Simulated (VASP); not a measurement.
# Lu (R-3m) in VASP: single point with PBE

Aim: the single point of Lu with PBE.

All numbers are computed with VASP 6.6.1; they aren't measurements. Logs are shortened: lines on timing, memory, paths and dates and some standing lists are left out, and cuts for length are marked.

## Step 1: The cell of the first run

Symmetry: R-3m, No. 166, trigonal system. The conventional cell has a = 3.481 Å, b = 3.481 Å, c = 25.455 Å, α = 90.00°, β = 90.00°, γ = 120.00°. Lu (site symmetry -3m) has 12 Lu at 3.48 Å within 4.6 Å. Within 4.5 Å of Lu (site symmetry 3m) lie 12 Lu at 3.45 to 3.48 Å.

## Step 2: Single point, PBE, collinear spin

The input, INCAR:

```
SYSTEM = Lu
ALGO = Normal
EDIFF = 1E-6
ENCUT = 600
GGA = PE
GGA_COMPAT = .FALSE.
ISIF = 2
ISMEAR = -1
ISPIN = 2
KPAR = 4
LASPH = .TRUE.
LCHARG = .FALSE.
LORBIT = 11
LREAL = .FALSE.
LWAVE = .FALSE.
MAGMOM = 1 1 1
NBANDS = 48
NELM = 200
PREC = Accurate
SIGMA = 0.05
```

The input, KPOINTS:

```
k-points
0
G
  9 9 9
  0 0 0
```

The input, POSCAR:

```
Lu
1.0
    1.7407333994      1.0050128967      8.4851473122
   -1.7407333994      1.0050128967      8.4851473122
    0.0000000000     -2.0100257934      8.4851473122
Lu
3
Direct
    0.0000000000      0.0000000000      0.0000000000
    0.7783086100      0.7783086100      0.7783086100
    0.2216913900      0.2216913900      0.2216913900
```

Potentials or basis: VASP PAW PBE potentials, release 64 (Lu).

Run with:

```
> cat potpaw_PBE.64/Lu/POTCAR > POTCAR
> mpirun -np 4 vasp_std > vasp.out
```

OUTCAR:

```text
SYSTEM = Lu
   EDIFF = 1E-6
   ENCUT = 600
   GGA = PE
   ISIF = 2
   ISMEAR = -1
   ISPIN = 2
   LASPH = .TRUE.
   LORBIT = 11
   LREAL = .FALSE.
   NELM = 200
   PREC = Accurate

 ion  position               nearest neighbor table
   1  0.000  0.000  0.000-   2 3.48   3 3.48   2 3.48   2 3.48   3 3.48   3 3.48
   2  0.778  0.778  0.778-   3 3.45   3 3.45   3 3.45   1 3.48   1 3.48   1 3.48
   3  0.222  0.222  0.222-   2 3.45   2 3.45   2 3.45   1 3.48   1 3.48   1 3.48

  LATTYP: Found a trigonal (rhomboedric) cell.
 ALAT       =     8.7199729701
 COS(alpha) =     0.9202989134

  Lattice vectors:

 A1 = (   1.7407333994,   1.0050128967,   8.4851473122)
 A2 = (  -1.7407333994,   1.0050128967,   8.4851473122)
 A3 = (   0.0000000000,  -2.0100257934,   8.4851473122)

Analysis of symmetry for initial positions (statically):
=====================================================================
 Subroutine PRICEL returns:
 Original cell was already a primitive cell.

 Routine SETGRP: Setting up the symmetry group for a
 trigonal (rhombohedral) supercell.

 Subroutine GETGRP returns: Found 12 space group operations
 (whereof 12 operations were pure point group operations)
 out of a pool of 12 trial point group operations.

The static configuration has the point symmetry D_3d.

Analysis of symmetry for dynamics (positions and initial velocities):
=====================================================================
 Subroutine PRICEL returns:
 Original cell was already a primitive cell.

 Routine SETGRP: Setting up the symmetry group for a
 trigonal (rhombohedral) supercell.

 Subroutine GETGRP returns: Found 12 space group operations
 (whereof 12 operations were pure point group operations)
 out of a pool of 12 trial point group operations.

The dynamic configuration has the point symmetry D_3d.

Analysis of structural, dynamic, and magnetic symmetry:
=====================================================================
 Subroutine PRICEL returns:
 Original cell was already a primitive cell.

 Routine SETGRP: Setting up the symmetry group for a
 trigonal (rhombohedral) supercell.

 Subroutine GETGRP returns: Found 12 space group operations
 (whereof 12 operations were pure point group operations)
 out of a pool of 12 trial point group operations.

The overall configuration has the point symmetry D_3d.

 Subroutine INISYM returns: Found 12 space group operations
 (whereof 12 operations are pure point group operations),
[... 122 lines left out ...]
   LORBIT       =     11    0 simple, 1 ext, 2 COOP (PROOUT), +10 PAW based schemes
   GGA     = PE    functional components
   LHFCALC =     F    Hartree Fock is set to
   AEXX    =    0.0000 exact exchange contribution
   IVDW    =     0    specifies the selected vdW correction
   LEPSILON=     F    determine dielectric tensor
   LRPA    =     F    only Hartree local field effects (RPA)
 spin polarized calculation
  energy-cutoff  :      600.00
  volume of cell :       89.07
 maximum number of plane-waves:      2995
 NGX is ok and might be reduce to    70
   NGX = 35   NGY = 35   NGZ = 35

 number of electron      75.0000014 magnetization       0.0056752

 Free energy of the ion-electron system (eV)
  ---------------------------------------------------
  ext. energy  EPLUGINS =         0.00000000
  ---------------------------------------------------
  free energy    TOTEN  =       -13.53867785 eV

  energy without entropy =      -13.49821614  energy(sigma->0) =      -13.51844699

 E-fermi :   2.1798     XC(G=0): -10.5726

 val. band max:        2.1722022116   @ k =  -0.1111   0.1111   0.1111
 cond. band min:       2.1847764418   @ k =   0.4444   0.1111  -0.0000
 fundamental gap:      0.0125742302
 Fermi energy:         2.1797870341

 spin component 1

 k-point     1 :       0.0000    0.0000    0.0000
  band No.  band energies     occupation
      1     -54.1030      1.00000
      2     -54.0539      1.00000
      3     -54.0408      1.00000
      4     -24.8738      1.00000
      5     -24.8569      1.00000
      6     -24.5927      1.00000
[... 1213 lines left out ...]
     47       8.2650      0.00000
     48       8.3293      0.00000

 [... further k-points ...]

 spin component 2

 k-point     1 :       0.0000    0.0000    0.0000
  band No.  band energies     occupation
      1     -54.1030      1.00000
      2     -54.0534      1.00000
      3     -54.0403      1.00000
      4     -24.8737      1.00000
      5     -24.8563      1.00000
      6     -24.5927      1.00000
[... 1213 lines left out ...]
     47       8.2576      0.00000
     48       8.3288      0.00000

 [... further k-points ...]

------------------------ aborting loop because EDIFF is reached ----------------------------------------

  FORCE on cell =-STRESS in cart. coord.  units (eV):
  Direction    XX          YY          ZZ          XY          YZ          ZX
  --------------------------------------------------------------------------------------
  -------------------------------------------------------------------------------------
  Total       -0.2258413     -0.2258413     -1.0217035      0.0000000     -0.0000000      0.0000000
  in kB       -4.0625571     -4.0625571    -18.3789599      0.0000000     -0.0000000      0.0000000
  external PRESSURE =      -8.8346914 kB  Pullay stress =       0.0000000 kB

 VOLUME and BASIS-vectors are now :
 -----------------------------------------------------------------------------
  energy-cutoff  :      600.00
  volume of cell :       89.07
      direct lattice vectors                 reciprocal lattice vectors
     1.740733399  1.005012897  8.485147312     0.287235254  0.165835351  0.039284331
    -1.740733399  1.005012897  8.485147312    -0.287235254  0.165835351  0.039284331
     0.000000000 -2.010025793  8.485147312     0.000000000 -0.331670702  0.039284331

 POSITION                                       TOTAL-FORCE (eV/Angst)
 -----------------------------------------------------------------------------------
      0.00000      0.00000      0.00000         0.000000      0.000000      0.000000
      0.00000      0.00000     19.81219         0.000000     -0.000000     -0.000992
      0.00000      0.00000      5.64325         0.000000      0.000000      0.000992
 -----------------------------------------------------------------------------------
    total drift:                                0.000000      0.000000     -0.000000

  FREE ENERGIE OF THE ION-ELECTRON SYSTEM (eV)
  ---------------------------------------------------
  free  energy   TOTEN  =       -13.5386778483 eV

  energy  without entropy=      -13.4982161416  energy(sigma->0) =      -13.51844699

 total charge

# of ion       s       p       d       f       tot
--------------------------------------------------
    1        2.352   6.040   0.772  13.953  23.116
    2        2.353   6.043   0.771  13.953  23.119
    3        2.353   6.043   0.771  13.953  23.119
--------------------------------------------------
tot          7.057  18.125   2.313  41.859  69.354

 magnetization (x)

# of ion       s       p       d       f       tot
--------------------------------------------------
    1       -0.000   0.000  -0.000   0.000   0.000
    2        0.000   0.000   0.001   0.000   0.001
    3        0.000   0.000   0.001   0.000   0.001
--------------------------------------------------
tot         -0.000   0.000   0.002   0.000   0.002
```

Wall time 30 min (4 MPI ranks of Intel Xeon Platinum 8259CL at 2.50GHz (Skylake/Cascade Lake), shared host); peak memory 1.4 GiB.

Results:

```yaml
Free_energy: -13.5387 eV
Pressure: -0.9 GPa
Net_moment: 0.01 μB per cell
Valence_electrons_inside_the_program's_atomic_spheres: Lu 23.12
```

Caveat: spin-orbit coupling is left out, which moves the levels of the heavy elements.
